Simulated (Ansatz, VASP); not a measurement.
# One calculation of AlP, two programs

```
CELL_PARAMETERS angstrom
0.00000 2.71685 2.71685
2.71685 0.00000 2.71685
2.71685 2.71685 0.00000
ATOMIC_POSITIONS crystal
Al 0.00000 0.00000 0.00000
P 0.25000 0.25000 0.25000
```

Alike in both runs: task single point; functional LDA; k mesh 10 × 10 × 10; occupations gaussian, width 0.02 eV; no spin polarisation.

```csv
,VASP,Ansatz
version,VASP 6.6.1,Ansatz 0.2.0
potentials or method,"VASP PAW LDA potentials, release 64 (Al, P), cutoff 500 eV","scalar-relativistic, plane waves, PAW"
valence electrons in the cell,8,8
```

VASP gave:

```
gap on the k mesh at the Fermi level (eV) : 1.41
least direct gap on the mesh (eV)         : 3.24
pressure (GPa)                            : 0.1
```

**Question.** What did Ansatz give for the same quantities?

**Answer.** gap on the k mesh at the Fermi level (eV): 1.42; least direct gap on the mesh (eV): 3.23; pressure (GPa): 0.0.

Ansatz warns that its potentials were made for another functional, while VASP's fit it. LDA's correlation is that of Perdew and Zunger in VASP and of Perdew and Wang (1992) in Ansatz.
